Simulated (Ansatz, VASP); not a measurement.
**KSiRu: VASP beside Ansatz**

```
K Si Ru
1.0
     4.55221    0.00000    0.00000
     0.00000    4.55221    0.00000
     0.00000    0.00000   28.68315
K Si Ru
1 1 1
Direct
  0.00000 0.00000 0.29255
  0.50000 0.50000 0.33841
  0.50000 0.50000 0.26538
```

Alike in both runs: functional PBE; k mesh 10 × 10 × 1; occupations gaussian, width 0.1 eV; no spin polarisation.

Ansatz relaxed the structure, and its values are those at the end. VASP's run is a single point on that final structure, the one shown.

|  | VASP | Ansatz |
| --- | --- | --- |
| version | VASP 6.6.1 | Ansatz 0.2.0 |
| potentials or method | VASP PAW PBE potentials, release 64 (K_sv, Si, Ru_pv), cutoff 520 eV | scalar-relativistic, plane waves, PAW |
| valence electrons in the cell | 27 | 29 |

VASP gave:

| Item | Value |
| --- | --- |
| gap on the k mesh at the Fermi level (eV) | none |
| rms of the force components (eV/Å) | 0.042 |

Question: What did Ansatz give for the same quantities?

Answer: gap on the k mesh at the Fermi level (eV): none; rms of the force components (eV/Å): 0.000.

A gap of «none» marks a metal or a gap that the smearing closes. With one functional, cell and mesh, what is left measures potentials, basis and numerics. VASP's potentials hold 27 valence electrons a cell and Ansatz's 29, so a difference there can come from the potentials and not from the codes. Ansatz's warnings: xc potential rough in thin density.
